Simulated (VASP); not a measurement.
Wanted: the native input for a VASP 6.6.1 run.

* Task: single point
* Functional: PBE
* Dispersion: D3(BJ)
* Potentials or basis: VASP PAW PBE potentials, release 64 (B)
* Cutoff: 520 eV
* k mesh: 6 × 6 × 4
* Occupations: gaussian, width 0.02 eV
* Spin: no spin polarisation
* Dipole correction: no
* Further INCAR settings: LREAL = Auto; ALGO = Normal; EDIFF = 1e-07; NBANDS = 62

The structure of B lies in POSCAR:

```
B
1.0
    5.0065646811      0.0000000000      0.0000000000
    0.0000000000      5.5707128776      0.0000000000
    0.0000000000      0.0000000000      6.8605084670
B
28
Direct
    0.6529534755      0.9076807902      0.2900433984
    0.3470465245      0.0923192098      0.2900433984
    0.1529534755      0.5923192098      0.2099566016
    0.8470465245      0.4076807902      0.2099566016
    0.3470465245      0.0923192098      0.7099566016
    0.6529534755      0.9076807902      0.7099566016
    0.8470465245      0.4076807902      0.7900433984
    0.1529534755      0.5923192098      0.7900433984
    0.1482176869      0.7717503067      0.0000000000
    0.8517823131      0.2282496933      0.0000000000
    0.6482176869      0.7282496933      0.5000000000
    0.3517823131      0.2717503067      0.5000000000
    0.8357399388      0.9916734744      0.5000000000
    0.1642600612      0.0083265256      0.5000000000
    0.3357399388      0.5083265256      0.0000000000
    0.6642600612      0.4916734744      0.0000000000
    0.3396310434      0.7809851070      0.3739307420
    0.6603689566      0.2190148930      0.3739307420
    0.8396310434      0.7190148930      0.1260692580
    0.1603689566      0.2809851070      0.1260692580
    0.6603689566      0.2190148930      0.6260692580
    0.3396310434      0.7809851070      0.6260692580
    0.1603689566      0.2809851070      0.8739307420
    0.8396310434      0.7190148930      0.8739307420
    0.1704243894      0.5220027385      0.5000000000
    0.8295756106      0.4779972615      0.5000000000
    0.6704243894      0.9779972615      0.0000000000
    0.3295756106      0.0220027385      0.0000000000
```

One way to write it, as run:

INCAR

```
PREC = Accurate ; ENCUT = 520
EDIFF = 1E-7 ; ISMEAR = 0
SIGMA = 0.02 ; LREAL = Auto
LASPH = T ; NELM = 80
ALGO = Normal ; ISIF = 2
LWAVE = F ; LCHARG = F
GGA = PE ; IVDW = 12
NBANDS = 62
```

KPOINTS

```
Automatic mesh
0
Gamma
  6 6 4
```

Potentials or basis: VASP PAW PBE potentials, release 64 (B).

Command:

```console
$ cat potpaw_PBE.64/B/POTCAR > POTCAR
$ mpirun -np 1 vasp_std > vasp.out
```

It gave:

```
Pressure                   : 0.1 GPa
Largest force              : 0.013 eV/Å
Band gap on the k mesh     : 1.53 eV (least direct gap 1.66 eV)
Dispersion energy per atom : -0.218 eV
```

Run time: 19 min on 1 thread of Intel(R) Xeon(R) Platinum 8488C (Sapphire Rapids), on a shared host, peak memory 0.48 GiB.
